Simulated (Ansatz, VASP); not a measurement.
**HfN: VASP beside Ansatz**

```
Hf N
1.0
     0.00000    2.25106    2.25106
     2.25106    0.00000    2.25106
     2.25106    2.25106    0.00000
Hf N
1 1
Direct
  0.00000 0.00000 0.00000
  0.50000 0.50000 0.50000
```

Alike in both runs: functional PBEsol; k mesh 18 × 18 × 18; occupations fermi-dirac, width 0.1 eV; no spin polarisation.

Ansatz relaxed the structure, and its values are those at the end. VASP's run is a single point on that final structure, the one shown.

|  | VASP | Ansatz |
| --- | --- | --- |
| version | VASP 6.6.1 | Ansatz 0.2.0 |
| potentials or method | VASP PAW PBE potentials, release 64 (Hf_pv, N) | PAW with Ansatz's default frozen-core files, scalar-relativistic |
| plane-wave cutoff (eV) | 520 | 420 |
| valence electrons in the cell | 15 | 31 |

VASP gave:

| Property | Result |
| --- | --- |
| pressure (GPa) | -2.2 |

Question: Which values does Ansatz return?

Answer: Pressure (GPa): 0.0.

VASP's potentials were made for PBE, not for PBEsol. VASP's potentials hold 15 valence electrons a cell and Ansatz's 31, so a difference there can come from the potentials and not from the codes.

Spin-orbit coupling is off throughout.
